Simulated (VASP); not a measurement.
Pt, 1 atom in the cell. It takes space group Im-3m (No. 229, cubic). The conventional cell has a = 3.314 Å, b = 3.314 Å, c = 3.314 Å, α = 90.00°, β = 90.00°, γ = 90.00°. Within 3.8 Å of Pt (site symmetry m-3m) lie 14 Pt at 2.87 to 3.31 Å.  This cell differs from its parent crystal: volume scaled by 1.08.

* Program: VASP 6.6.1
* Task: single point
* Functional: BLYP
* Potentials or basis: VASP PAW PBE potentials, release 64 (Pt)
* Cutoff: 520 eV
* k mesh: 15 × 15 × 15
* Occupations: fermi-dirac, width 0.1 eV
* Spin: no spin polarisation
* Dipole correction: no
* Further INCAR settings: ALGO = Normal; EDIFF = 1e-07; NBANDS = 11

Potentials or basis: VASP PAW PBE potentials, release 64 (Pt).

Run with:

```sh
$ cat potpaw_PBE.64/Pt/POTCAR > POTCAR
$ mpirun -np 1 vasp_std > vasp.out
```

Hardware: 1 thread of Intel(R) Xeon(R) 6975P-C (Granite Rapids) (shared host).

How long does it take, and how much memory?

It took 9.7 s on 1 thread of Intel(R) Xeon(R) 6975P-C (Granite Rapids), on a shared host, peak memory 0.15 GiB. Counts: scf iterations 12, k points 120.
